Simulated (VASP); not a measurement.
# Ca (Im-3m) in VASP: notebook

Runs on Ca. Level: PBE+D3(BJ). Tasks: single point, relaxation of cell and atoms.

All numbers are computed with VASP 6.6.1; they aren't measurements. Logs are shortened: lines on timing, memory, paths and dates and some standing lists are left out, and cuts for length are marked.

## 1. The cell of the first run

It takes space group Im-3m (No. 229, cubic). The conventional cell has a = 4.308 Å, b = 4.308 Å, c = 4.308 Å, α = 90.00°, β = 90.00°, γ = 90.00°. Ca (site symmetry m-3m) has 14 Ca at 3.73 to 4.31 Å within 4.9 Å.

This isn't the form of Ca at room conditions, which is fcc.

## 2. Single point, PBE+D3(BJ)

The input, INCAR:

```
ALGO = Fast
EDIFF = 1E-6
ENCUT = 520
GGA = PE
ISIF = 2
ISMEAR = 0
IVDW = 12
LASPH = True
LCHARG = False
LREAL = False
LWAVE = False
NBANDS = 11
NELM = 80
PREC = Accurate
SIGMA = 0.1
```

The input, KPOINTS:

```
k-points
0
Gamma
  14 14 14
```

The input, POSCAR:

```
Ca
1.0
   -2.1538192613      2.1538192613      2.1538192613
    2.1538192613     -2.1538192613      2.1538192613
    2.1538192613      2.1538192613     -2.1538192613
Ca
1
Direct
    0.0000000000      0.0000000000      0.0000000000
```

Potentials or basis: VASP PAW PBE potentials, release 64 (Ca_sv).

Command:

```
$ cat potpaw_PBE.64/Ca_sv/POTCAR > POTCAR
$ mpirun -np 1 vasp_std > vasp.out
```

OUTCAR:

```text
EDIFF = 1E-6
   ENCUT = 520
   GGA = PE
   ISIF = 2
   ISMEAR = 0
   IVDW = 12
   LASPH = True
   LREAL = False
   NELM = 80
   PREC = Accurate
 IVDW          = 12

 ion  position               nearest neighbor table
   1  0.000  0.000  0.000-

  LATTYP: Found a body centered cubic cell.
 ALAT       =     4.3076385226

  Lattice vectors:

 A1 = (  -2.1538192613,   2.1538192613,   2.1538192613)
 A2 = (   2.1538192613,  -2.1538192613,   2.1538192613)
 A3 = (   2.1538192613,   2.1538192613,  -2.1538192613)

Analysis of symmetry for initial positions (statically):
=====================================================================
 Subroutine PRICEL returns:
 Original cell was already a primitive cell.

 Routine SETGRP: Setting up the symmetry group for a
 body centered cubic supercell.

 Subroutine GETGRP returns: Found 48 space group operations
 (whereof 48 operations were pure point group operations)
 out of a pool of 48 trial point group operations.

The static configuration has the point symmetry O_h .

Analysis of symmetry for dynamics (positions and initial velocities):
=====================================================================
 Subroutine PRICEL returns:
 Original cell was already a primitive cell.

 Routine SETGRP: Setting up the symmetry group for a
 body centered cubic supercell.

 Subroutine GETGRP returns: Found 48 space group operations
 (whereof 48 operations were pure point group operations)
 out of a pool of 48 trial point group operations.

The dynamic configuration has the point symmetry O_h .

 Subroutine INISYM returns: Found 48 space group operations
 (whereof 48 operations are pure point group operations),
 and found     1 'primitive' translations

----------------------------------------------------------------------------------------

                                     Primitive cell

  volume of cell :      39.9657

  direct lattice vectors                    reciprocal lattice vectors
    -2.153819261  2.153819261  2.153819261     0.000000000  0.232145756  0.232145756
     2.153819261 -2.153819261  2.153819261     0.232145756  0.000000000  0.232145756
     2.153819261  2.153819261 -2.153819261     0.232145756  0.232145756  0.000000000

  length of vectors
     3.730524391  3.730524391  3.730524391     0.328303676  0.328303676  0.328303676

  position of ions in fractional coordinates (direct lattice)
     0.000000000  0.000000000  0.000000000

  ion indices of the primitive-cell ions
   primitive index   ion index
                 1           1

----------------------------------------------------------------------------------------

 KPOINTS: k-points

Automatic generation of k-mesh.
 Grid dimensions read from file:
 generate k-points for:   14   14   14

 Generating k-lattice:

  Cartesian coordinates                     Fractional coordinates (reciprocal lattice)
     0.000000000  0.016581840  0.016581840     0.071428571  0.000000000  0.000000000
     0.016581840  0.000000000  0.016581840     0.000000000  0.071428571  0.000000000
     0.016581840  0.016581840  0.000000000     0.000000000  0.000000000  0.071428571

  Length of vectors
     0.023450263  0.023450263  0.023450263

  Shift w.r.t. Gamma in fractional coordinates (k-lattice)
     0.000000000  0.000000000  0.000000000

 Subroutine IBZKPT returns following result:
 ===========================================

 Found    104 irreducible k-points:

 Following reciprocal coordinates:
            Coordinates               Weight
  0.000000  0.000000  0.000000      1.000000
  0.071429  0.000000  0.000000     12.000000
  0.142857  0.000000  0.000000     12.000000
  0.214286  0.000000  0.000000     12.000000
  0.285714  0.000000  0.000000     12.000000
  0.357143  0.000000  0.000000     12.000000
[... 16 lines left out ...]
  0.285714  0.285714  0.000000     24.000000
  0.357143  0.285714  0.000000     24.000000
 [... further k-points ...]
   k-points           NKPTS =    104   k-points in BZ     NKDIM =    104   number of bands    NBANDS=     11
   number of dos      NEDOS =    301   number of ions     NIONS =      1
   total plane-waves  NPLWV =  21952
   dimension x,y,z NGX =    28 NGY =   28 NGZ =   28
   dimension x,y,z NGXF=    56 NGYF=   56 NGZF=   56
   ions per type =               1
   NGX,Y,Z   is equivalent  to a cutoff of  12.48, 12.48, 12.48 a.u.
   NGXF,Y,Z  is equivalent  to a cutoff of  24.96, 24.96, 24.96 a.u.
 SYSTEM =  unknown system
   PREC   = accura    normal or accurate (medium, high low for compatibility)
   ISTART =      0    job   : 0-new  1-cont  2-samecut
   ICHARG =      2    charge: 1-file 2-atom 10-const
   ISPIN  =      1    spin polarized calculation?
   LNONCOLLINEAR =      F non collinear calculations
   LSORBIT =      F    spin-orbit coupling
   LASPH  =      T    aspherical Exc in radial PAW
   ENCUT  =  520.0 eV  38.22 Ry    6.18 a.u.   6.94  6.94  6.94*2*pi/ulx,y,z
   NELM   =     80;   NELMIN=  2; NELMDL= -5     # of ELM steps
   EDIFF  = 0.1E-05   stopping-criterion for ELM
   LREAL  =      F    real-space projection
   EDIFFG = 0.1E-04   stopping-criterion for IOM
   NSW    =      0    number of steps for IOM
   IBRION =     -1    ionic relax: 0-MD 1-quasi-New 2-CG
   NFREE  =      0    steps in history (QN), initial steepest desc. (CG)
   ISIF   =      2    stress and relaxation
   ISYM   =      2    0-nonsym 1-usesym 2-fastsym
   POTIM  = 0.5000    time-step for ionic-motion
   TEBEG  =    0.0;   TEEND  =   0.0 temperature during run
   PSTRESS=    0.0 pullay stress
   NELECT =      10.0000    total number of electrons
   NUPDOWN=      -1.0000    fix difference up-down
   EMIN   =  10.00;   EMAX   =-10.00  energy-range for DOS
   EFERMI =   0.00;   METHOD = LEGACY
   ISMEAR =     0;   SIGMA  =   0.10  broadening in eV -4-tet -1-fermi 0-gaus
   EFERMI_NEDOS =   21; number of points for ismear=-14 and -15
   IALGO  =     68    algorithm
   IMIX   =      4    mixing-type and parameters
     AMIX     =   0.40;   BMIX     =  1.00
     AMIX_MAG =   1.60;   BMIX_MAG =  1.00
  volume/ion in A,a.u.               =      39.97       269.70
  Fermi-wavevector in a.u.,A,eV,Ry     =   1.031602  1.949445 14.479361  1.064203
  Thomas-Fermi vector in A             =   2.165758
   LORBIT       =      0    0 simple, 1 ext, 2 COOP (PROOUT), +10 PAW based schemes
   GGA     = PE    functional components
   LHFCALC =     F    Hartree Fock is set to
   AEXX    =    0.0000 exact exchange contribution
   IVDW    =    12    specifies the selected vdW correction
   LEPSILON=     F    determine dielectric tensor
   LRPA    =     F    only Hartree local field effects (RPA)
 non-spin polarized calculation
 RMM-DIIS sequential band-by-band and
 Gauss-broadening in eV      SIGMA  =   0.10
  energy-cutoff  :      520.00
  volume of cell :       39.97
 maximum number of plane-waves:      1100
   NGX = 13   NGY = 13   NGZ = 13

 number of electron      10.0000001 magnetization

 Free energy of the ion-electron system (eV)
  ---------------------------------------------------
  ext. energy  EPLUGINS =         0.00000000
  ---------------------------------------------------
  free energy    TOTEN  =        -1.91009558 eV

  energy without entropy =       -1.90200957  energy(sigma->0) =       -1.90605257

 E-fermi :   2.2439     XC(G=0):  -7.9032

 val. band max:        2.2292498093   @ k =   0.5000   0.5000   0.1429
 cond. band min:       2.2487389651   @ k =   0.5000   0.5000   0.0714
 fundamental gap:      0.0194891557
 Fermi energy:         2.2438823882

 k-point     1 :       0.0000    0.0000    0.0000
  band No.  band energies     occupation
      1     -39.6934      2.00000
      2     -20.6015      2.00000
      3     -20.6015      2.00000
      4     -20.6015      2.00000
      5      -1.9365      2.00000
      6       4.6082      0.00000
      7       4.6082      0.00000
      8       4.6082      0.00000
      9       5.7218      0.00000
     10       5.7218      0.00000
     11      12.7089      0.00000

 k-point     2 :       0.0714    0.0000    0.0000
  band No.  band energies     occupation
      1     -39.6925      2.00000
      2     -20.6101      2.00000
      3     -20.6043      2.00000
      4     -20.6015      2.00000
      5      -1.8396      2.00000
      6       4.5460      0.00000
      7       4.5710      0.00000
      8       4.6827      0.00000
      9       5.6460      0.00000
     10       5.7232      0.00000
     11      12.7077      0.00000

 k-point     3 :       0.1429    0.0000    0.0000
  band No.  band energies     occupation
      1     -39.6898      2.00000
      2     -20.6343      2.00000
      3     -20.6123      2.00000
      4     -20.6015      2.00000
      5      -1.5544      2.00000
      6       4.3803      0.00000
      7       4.4046      0.00000
      8       4.9020      0.00000
      9       5.5221      0.00000
     10       5.7333      0.00000
     11      12.1382      0.00000

 k-point     4 :       0.2143    0.0000    0.0000
  band No.  band energies     occupation
      1     -39.6860      2.00000
      2     -20.6690      2.00000
      3     -20.6237      2.00000
      4     -20.6015      2.00000
      5      -1.0973      2.00000
      6       4.0501      0.00000
      7       4.1596      0.00000
      8       5.2522      0.00000
      9       5.5017      0.00000
     10       5.7646      0.00000
     11      11.0840      0.00000

 k-point     5 :       0.2857    0.0000    0.0000
  band No.  band energies     occupation
      1     -39.6817      2.00000
      2     -20.7071      2.00000
      3     -20.6363      2.00000
      4     -20.6015      2.00000
      5      -0.4980      2.00000
      6       3.5819      0.00000
      7       3.9358      0.00000
      8       5.5678      0.00000
      9       5.7055      0.00000
     10       5.8257      0.00000
     11       9.8810      0.00000
[... 211 lines left out ...]
 k-point    21 :       0.2857    0.2143    0.0000
  band No.  band energies     occupation
      1     -39.6742      2.00000
      2     -20.7432      2.00000
      3     -20.6716      2.00000
      4     -20.6183      2.00000
      5       1.0616      2.00000
      6       2.8327      0.00000
      7       3.3830      0.00000
      8       5.5807      0.00000
      9       5.9605      0.00000
     10       6.8291      0.00000
     11       8.0495      0.00000

 k-point    22 :       0.3571    0.2143    0.0000
  band No.  band energies     occupation
      1     -39.6728      2.00000
      2     -20.7479      2.00000
      3     -20.6830      2.00000
      4     -20.6192      2.00000
      5       1.7092      2.00000
      6       2.4258      0.01009
      7       3.2542      0.00000
      8       5.6182      0.00000
      9       5.9922      0.00000
     10       7.1985      0.00000
     11       7.5073      0.00000

 k-point    23 :       0.2857    0.2857    0.0000
  band No.  band energies     occupation
      1     -39.6726      2.00000
      2     -20.7385      2.00000
      3     -20.6927      2.00000
      4     -20.6215      2.00000
      5       1.7182      2.00000
      6       2.6373      0.00000
      7       3.0671      0.00000
      8       5.7033      0.00000
      9       5.9197      0.00000
     10       7.3036      0.00000
     11       7.4262      0.00000

 k-point    24 :       0.3571    0.2857    0.0000
  band No.  band energies     occupation
      1     -39.6720      2.00000
      2     -20.7318      2.00000
      3     -20.7055      2.00000
      4     -20.6224      2.00000
      5       2.2572      0.85037
      6       2.3503      0.13223
      7       2.8752      0.00000
      8       5.7646      0.00000
      9       5.9292      0.00000
     10       7.1382      0.00000
     11       7.6360      0.00000

 [... further k-points ...]

------------------------ aborting loop because EDIFF is reached ----------------------------------------

 Edisp (eV)   -0.24278

 E8    (eV) :    -0.1225

  FORCE on cell =-STRESS in cart. coord.  units (eV):
  Direction    XX          YY          ZZ          XY          YZ          ZX
  --------------------------------------------------------------------------------------
  -------------------------------------------------------------------------------------
  Total       0.00530     0.00530     0.00530     0.00000     0.00000    -0.00000
  in kB       0.21254     0.21254     0.21254     0.00000     0.00000    -0.00000
  external pressure =        0.21 kB  Pullay stress =        0.00 kB

 VOLUME and BASIS-vectors are now :
 -----------------------------------------------------------------------------
  energy-cutoff  :      520.00
  volume of cell :       39.97
      direct lattice vectors                 reciprocal lattice vectors
    -2.153819261  2.153819261  2.153819261     0.000000000  0.232145756  0.232145756
     2.153819261 -2.153819261  2.153819261     0.232145756  0.000000000  0.232145756
     2.153819261  2.153819261 -2.153819261     0.232145756  0.232145756  0.000000000

 POSITION                                       TOTAL-FORCE (eV/Angst)
 -----------------------------------------------------------------------------------
      0.00000      0.00000      0.00000         0.000000     -0.000000     -0.000000
 -----------------------------------------------------------------------------------
    total drift:                               -0.000000     -0.000000      0.000000

  FREE ENERGIE OF THE ION-ELECTRON SYSTEM (eV)
  ---------------------------------------------------
  free  energy   TOTEN  =        -2.1528797854 eV

  energy  without entropy=       -2.1447937755  energy(sigma->0) =       -2.14883678
```

It took 33 s on 1 thread of Intel Xeon Platinum 8259CL at 2.50GHz (Skylake/Cascade Lake), shared host; peak memory 0.19 GiB.

Results:

* Free energy: -2.1529 eV
* Pressure: 0.0 GPa
* Band gap on the k mesh: zero (bands 5 and 6 overlap by 0.27 eV)
* Dispersion energy per atom: -0.243 eV

## 3. Relaxation of cell and atoms, PBE+D3(BJ)

The input, INCAR:

```
  ALGO = Normal
  EDIFF = 1E-7
  EDIFFG = -0.005
  ENCUT = 600
  GGA = PE
  IBRION = 2
  ISIF = 3
  ISMEAR = 0
  IVDW = 12
  LASPH = T
  LCHARG = F
  LREAL = F
  LWAVE = F
  NELM = 60
  NSW = 100
  PREC = Accurate
  SIGMA = 0.1
```

KPOINTS is that of step 2.

POSCAR is that of step 2.

Potentials or basis: VASP PAW PBE potentials, release 64 (Ca_sv).

Command:

```
$ cat potpaw_PBE.64/Ca_sv/POTCAR > POTCAR
$ mpirun -np 1 vasp_std > vasp.out
```

OUTCAR:

```text
EDIFF = 1E-7
   EDIFFG = -0.005
   ENCUT = 600
   GGA = PE
   IBRION = 2
   ISIF = 3
   ISMEAR = 0
   IVDW = 12
   LASPH = T
   LREAL = F
   NELM = 60
   NSW = 100
   PREC = Accurate
 IVDW          = 12

 ion  position               nearest neighbor table
   1  0.000  0.000  0.000-

  LATTYP: Found a body centered cubic cell.
 ALAT       =     4.3076385226

  Lattice vectors:

 A1 = (  -2.1538192613,   2.1538192613,   2.1538192613)
[... 524 lines left out ...]

------------------------ aborting loop because EDIFF is reached ----------------------------------------

 Edisp (eV)   -0.24261

 E8    (eV) :    -0.1224

  FORCE on cell =-STRESS in cart. coord.  units (eV):
  Direction    XX          YY          ZZ          XY          YZ          ZX
  --------------------------------------------------------------------------------------
  -------------------------------------------------------------------------------------
  Total       0.00197     0.00197     0.00197     0.00000     0.00000    -0.00000
  in kB       0.07904     0.07904     0.07904     0.00000     0.00000    -0.00000
  external pressure =        0.08 kB  Pullay stress =        0.00 kB

 VOLUME and BASIS-vectors are now :
 -----------------------------------------------------------------------------
  energy-cutoff  :      600.00
  volume of cell :       39.99
      direct lattice vectors                 reciprocal lattice vectors
    -2.154343092  2.154343092  2.154343092     0.000000000  0.232089309  0.232089309
     2.154343092 -2.154343092  2.154343092     0.232089309  0.000000000  0.232089309
     2.154343092  2.154343092 -2.154343092     0.232089309  0.232089309  0.000000000

 POSITION                                       TOTAL-FORCE (eV/Angst)
 -----------------------------------------------------------------------------------
      2.15434      2.15434      2.15434        -0.000000      0.000000      0.000000
 -----------------------------------------------------------------------------------
    total drift:                                0.000000     -0.000000      0.000000

  FREE ENERGIE OF THE ION-ELECTRON SYSTEM (eV)
  ---------------------------------------------------
  free  energy   TOTEN  =        -2.1528458907 eV

  energy  without entropy=       -2.1447498565  energy(sigma->0) =       -2.14879787

 reached required accuracy - stopping structural energy minimisation
```

Wall time 54 s (1 thread of Intel Xeon Platinum 8259CL at 2.50GHz (Skylake/Cascade Lake), shared host); peak memory 0.21 GiB.

Results:

* Free energy: -2.1528 eV
* Relaxed volume: 39.99 Å³/atom
* Relaxed cell: a = 3.731 Å, b = 3.731 Å, c = 3.731 Å, α = 109.47°, β = 109.47°, γ = 109.47°
* Space group after relaxing (to 0.1 Å): Im-3m (No. 229)
* Energy gained by relaxing: 0.0 meV/atom
* Ionic steps: 2
* Pressure after relaxing: 0.0 GPa
* Band gap on the k mesh: zero (bands 5 and 6 overlap by 0.27 eV)
* Dispersion energy per atom: -0.243 eV

Final structure:
```
Ca
1.0
    -2.15434    2.15434    2.15434
     2.15434   -2.15434    2.15434
     2.15434    2.15434   -2.15434
Ca
1
Direct
  0.00000 0.00000 0.00000
```
